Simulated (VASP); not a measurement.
A run of VASP 6.6.1:

The input INCAR:

```
SYSTEM = HfO2
  PREC = Accurate
  ENCUT = 520
  EDIFF = 1E-6
  ISMEAR = -1
  SIGMA = 0.02
  LREAL = .False.
  LASPH = .True.
  NELM = 60
  ALGO = Normal
  ISIF = 2
  LWAVE = .False.
  LCHARG = .False.
  GGA = PE
  NBANDS = 56
```

The input KPOINTS:

```
Automatic mesh
0
Gamma
  6 6 6
  0 0 0
```

File POSCAR:

```
HfO2
1.0
    5.0488293586      0.0000000000      0.0000000000
    0.0000000000      5.1156143815      0.0000000000
   -0.8470580823      0.0000000000      5.1434008384
Hf O
4 8
Direct
    0.2776890722      0.0410118474      0.2079860685
    0.7223109278      0.5410118474      0.2920139315
    0.7223109278      0.9589881526      0.7920139315
    0.2776890722      0.4589881526      0.7079860685
    0.4428179610      0.7599792687      0.4846033639
    0.5571820390      0.2599792687      0.0153966361
    0.5571820390      0.2400207313      0.5153966361
    0.4428179610      0.7400207313      0.9846033639
    0.0811962682      0.3561218209      0.3246676851
    0.9188037318      0.8561218209      0.1753323149
    0.9188037318      0.6438781791      0.6753323149
    0.0811962682      0.1438781791      0.8246676851
```

Potentials or basis: VASP PAW PBE potentials, release 64 (Hf_pv, O).

The run is started by

```console
$ cat potpaw_PBE.64/Hf_pv/POTCAR potpaw_PBE.64/O/POTCAR > POTCAR
$ mpirun -np 1 vasp_std > vasp.out
```

Hardware: 1 thread of AMD EPYC 9R45 96-Core Processor (Zen 5) (shared host).

Question: How long does it take, and how much memory?

Answer: It took 6 min on 1 thread of AMD EPYC 9R45 96-Core Processor (Zen 5) (shared host), peak memory 0.5 GiB. Counts: scf iterations 16, k points 80.
